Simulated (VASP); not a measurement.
# Cu (C2/c) in VASP: single point with PBE

Aim: the single point of Cu with PBE.

Program: VASP 6.6.1. These are calculated values, not measurements. Logs are shortened: lines on timing, memory, paths and dates and some standing lists are left out, and cuts for length are marked.

### Step 1. The cell of the first run

The typed cell holds 2 atoms: a = 2.568 Å, b = 2.568 Å, c = 4.918 Å, α = 105.11°, β = 105.11°, γ = 120.03°.

This isn't the form of Cu at room conditions, which is fcc.

### Step 2. Single point, PBE

INCAR

```
PREC     = Accurate       # precision mode
ENCUT    = 520            # plane-wave cutoff, eV
EDIFF    = 1E-6           # SCF threshold, eV
ISMEAR   = -1             # smearing method
SIGMA    = 0.1            # smearing width, eV
LREAL    = False          # projectors in reciprocal space
LASPH    = True           # aspherical terms in the spheres
NELM     = 60             # most SCF steps
ALGO     = Normal         # electronic algorithm
ISIF     = 2              # what is computed and relaxed
LWAVE    = False          # write WAVECAR
LCHARG   = False          # write CHGCAR
GGA      = PE             # functional
NBANDS   = 18             # bands
ISYM     = 0
```

KPOINTS

```
Automatic mesh
0
Gamma
  14 14 10
```

POSCAR

```
Cu
1.0
   -1.7254177269      1.4204482736      1.2653817684
    1.4204482736     -1.7254177269      1.2653817684
    3.2292911922      3.2292911922     -1.8239338806
Cu
2
Direct
    0.9585652268      0.0414347732      1.0000000000
    0.7914347732      0.2085652268      0.5000000000
```

Potentials or basis: VASP PAW PBE potentials, release 64 (Cu).

Command:

```bash
> cat potpaw_PBE.64/Cu/POTCAR > POTCAR
> mpirun -np 1 vasp_std > vasp.out
```

OUTCAR:

```text
PREC = Accurate
   ENCUT = 520
   EDIFF = 1E-6
   ISMEAR = -1
   LREAL = False
   LASPH = True
   NELM = 60
   ISIF = 2
   GGA = PE
   ISYM = 0

 ion  position               nearest neighbor table
   1  0.959  0.041  0.000-   2 2.57   2 2.57   2 2.57   2 2.57   2 2.57   2 2.57
   2  0.791  0.209  0.500-   1 2.57   1 2.57   1 2.57   1 2.57   1 2.57   1 2.57

IMPORTANT INFORMATION: All symmetrisations will be switched off!
NOSYMM: (Re-)initialisation of all symmetry stuff for point group C_1.

----------------------------------------------------------------------------------------

                                     Primitive cell

  volume of cell :      23.9599

  direct lattice vectors                    reciprocal lattice vectors
    -1.725417727  1.420448274  1.265381768    -0.039200350  0.278677144  0.423995799
     1.420448274 -1.725417727  1.265381768     0.278677144 -0.039200350  0.423995799
     3.229291192  3.229291192 -1.823933881     0.166140655  0.166140655  0.040041532

  length of vectors
     2.568254397  2.568254397  4.917659810     0.508891005  0.508891005  0.238345880

  position of ions in fractional coordinates (direct lattice)
     0.958565227  0.041434773  1.000000000
     0.791434773  0.208565227  0.500000000

  ion indices of the primitive-cell ions
   primitive index   ion index
                 1           1
                 2           2

----------------------------------------------------------------------------------------

 KPOINTS: Automatic mesh

Automatic generation of k-mesh.
 Grid dimensions read from file:
 generate k-points for:   14   14   10

 Generating k-lattice:

  Cartesian coordinates                     Fractional coordinates (reciprocal lattice)
    -0.002800025  0.019905510  0.030285414     0.071428571  0.000000000  0.000000000
     0.019905510 -0.002800025  0.030285414     0.000000000  0.071428571  0.000000000
     0.016614065  0.016614065  0.004004153    -0.000000000 -0.000000000  0.100000000

  Length of vectors
     0.036349358  0.036349358  0.023834588

  Shift w.r.t. Gamma in fractional coordinates (k-lattice)
     0.000000000  0.000000000  0.000000000

 Subroutine IBZKPT returns following result:
 ===========================================

 Found    984 irreducible k-points:

 Following reciprocal coordinates:
[... 39 lines left out ...]
   LNONCOLLINEAR =      F non collinear calculations
   LSORBIT =      F    spin-orbit coupling
   LASPH  =      T    aspherical Exc in radial PAW
   ENCUT  =  520.0 eV  38.22 Ry    6.18 a.u.   4.78  4.78  9.14*2*pi/ulx,y,z
   NELM   =     60;   NELMIN=  2; NELMDL= -5     # of ELM steps
   EDIFF  = 0.1E-05   stopping-criterion for ELM
   LREAL  =      F    real-space projection
   EDIFFG = 0.1E-04   stopping-criterion for IOM
   NSW    =      0    number of steps for IOM
   IBRION =     -1    ionic relax: 0-MD 1-quasi-New 2-CG
   NFREE  =      0    steps in history (QN), initial steepest desc. (CG)
   ISIF   =      2    stress and relaxation
   ISYM   =      0    0-nonsym 1-usesym 2-fastsym
   POTIM  = 0.5000    time-step for ionic-motion
   TEBEG  =    0.0;   TEEND  =   0.0 temperature during run
   PSTRESS=    0.0 pullay stress
   NELECT =      22.0000    total number of electrons
   NUPDOWN=      -1.0000    fix difference up-down
   EMIN   =  10.00;   EMAX   =-10.00  energy-range for DOS
   EFERMI =   0.00;   METHOD = LEGACY
   ISMEAR =    -1;   SIGMA  =   0.10  broadening in eV -4-tet -1-fermi 0-gaus
   EFERMI_NEDOS =   21; number of points for ismear=-14 and -15
   IALGO  =     38    algorithm
   IMIX   =      4    mixing-type and parameters
     AMIX     =   0.40;   BMIX     =  1.00
     AMIX_MAG =   1.60;   BMIX_MAG =  1.00
  volume/ion in A,a.u.               =      11.98        80.84
  Fermi-wavevector in a.u.,A,eV,Ry     =   1.591184  3.006902 34.448140  2.531867
  Thomas-Fermi vector in A             =   2.689764
   LORBIT       =      0    0 simple, 1 ext, 2 COOP (PROOUT), +10 PAW based schemes
   GGA     = PE    functional components
   LHFCALC =     F    Hartree Fock is set to
   AEXX    =    0.0000 exact exchange contribution
   IVDW    =     0    specifies the selected vdW correction
   LEPSILON=     F    determine dielectric tensor
   LRPA    =     F    only Hartree local field effects (RPA)
 non-spin polarized calculation
  energy-cutoff  :      520.00
  volume of cell :       23.96
 maximum number of plane-waves:       668
   NGX =  9   NGY =  9   NGZ = 19

 number of electron      21.9999992 magnetization

 Free energy of the ion-electron system (eV)
  ---------------------------------------------------
  ext. energy  EPLUGINS =         0.00000000
  ---------------------------------------------------
  free energy    TOTEN  =        -7.44574705 eV

  energy without entropy =       -7.42020024  energy(sigma->0) =       -7.43297365

 E-fermi :   7.3741     XC(G=0): -12.6429

 val. band max:        7.3717258690   @ k =  -0.2857   0.5000   0.5000
 cond. band min:       7.3804664233   @ k =   0.5000  -0.0000   0.4000
 fundamental gap:      0.0087405543
 Fermi energy:         7.3741392078

 k-point     1 :       0.0000    0.0000    0.0000
  band No.  band energies     occupation
      1      -1.8333      2.00000
      2       2.4101      2.00000
      3       4.4208      2.00000
      4       4.4816      2.00000
      5       4.4862      2.00000
      6       4.6848      2.00000
[... 481 lines left out ...]
      5       4.7348      2.00000
      6       4.9812      2.00000
[... 10 lines left out ...]
     17      22.9069      0.00000
     18      25.1203      0.00000

 [... further k-points ...]

------------------------ aborting loop because EDIFF is reached ----------------------------------------

  FORCE on cell =-STRESS in cart. coord.  units (eV):
  Direction    XX          YY          ZZ          XY          YZ          ZX
  --------------------------------------------------------------------------------------
  -------------------------------------------------------------------------------------
  Total        0.0972594      0.0972608      0.0998701     -0.0024817     -0.0000745     -0.0000781
  in kB        6.5036337      6.5037322      6.6782098     -0.1659497     -0.0049826     -0.0052224
  external PRESSURE =       6.5618586 kB  Pullay stress =       0.0000000 kB

 VOLUME and BASIS-vectors are now :
 -----------------------------------------------------------------------------
  energy-cutoff  :      520.00
  volume of cell :       23.96
      direct lattice vectors                 reciprocal lattice vectors
    -1.725417727  1.420448274  1.265381768    -0.039200350  0.278677144  0.423995799
     1.420448274 -1.725417727  1.265381768     0.278677144 -0.039200350  0.423995799
     3.229291192  3.229291192 -1.823933881     0.166140655  0.166140655  0.040041532

 POSITION                                       TOTAL-FORCE (eV/Angst)
 -----------------------------------------------------------------------------------
     -1.59507      1.29010      1.26538         0.000160     -0.000159     -0.000002
      0.54535      2.37898      0.35341        -0.000160      0.000159      0.000002
 -----------------------------------------------------------------------------------
    total drift:                                0.000003     -0.000001      0.000000

  FREE ENERGIE OF THE ION-ELECTRON SYSTEM (eV)
  ---------------------------------------------------
  free  energy   TOTEN  =        -7.4457470547 eV

  energy  without entropy=       -7.4202002442  energy(sigma->0) =       -7.43297365
```

Wall time 2.8 min (1 thread of Intel Xeon Platinum 8559C (Emerald Rapids), shared host); peak memory 0.43 GiB.

Results:

```yaml
Free_energy: -7.4457 eV
Pressure: 0.7 GPa
Band_gap_on_the_k_mesh: zero (bands 11 and 12 overlap by 5.51 eV)
```

Levels at points of the mesh, in eV from the Fermi level:
| k point | band 8 | band 9 | band 10 | band 11 | band 12 | band 13 | band 14 | band 15 |
| --- | --- | --- | --- | --- | --- | --- | --- | --- |
| (0.00, 0.00, 0.00) | -2.41 | -2.41 | -1.69 | -1.68 | -0.93 | 3.71 | 21.28 | 21.56 |
| (0.50, 0.00, 0.00) | -1.84 | -1.53 | -1.53 | 0.55 | 0.55 | 4.79 | 4.80 | 15.99 |
| (0.00, 0.50, 0.00) | -1.84 | -1.53 | -1.53 | 0.55 | 0.55 | 4.79 | 4.80 | 15.99 |
| (0.50, 0.50, 0.00) | -1.59 | -1.55 | -1.50 | 0.04 | 1.56 | 7.73 | 8.07 | 10.60 |
| (0.00, 0.00, 0.50) | -2.93 | -1.90 | -1.90 | -1.90 | -1.90 | 12.35 | 12.35 | 21.97 |
| (0.50, 0.00, 0.50) | -1.59 | -1.55 | -1.50 | 0.04 | 1.57 | 7.72 | 8.07 | 10.61 |
| (0.00, 0.50, 0.50) | -1.59 | -1.55 | -1.50 | 0.04 | 1.57 | 7.72 | 8.07 | 10.61 |
| (0.50, 0.50, 0.50) | -1.84 | -1.53 | -1.53 | 0.54 | 0.54 | 4.79 | 4.79 | 16.00 |
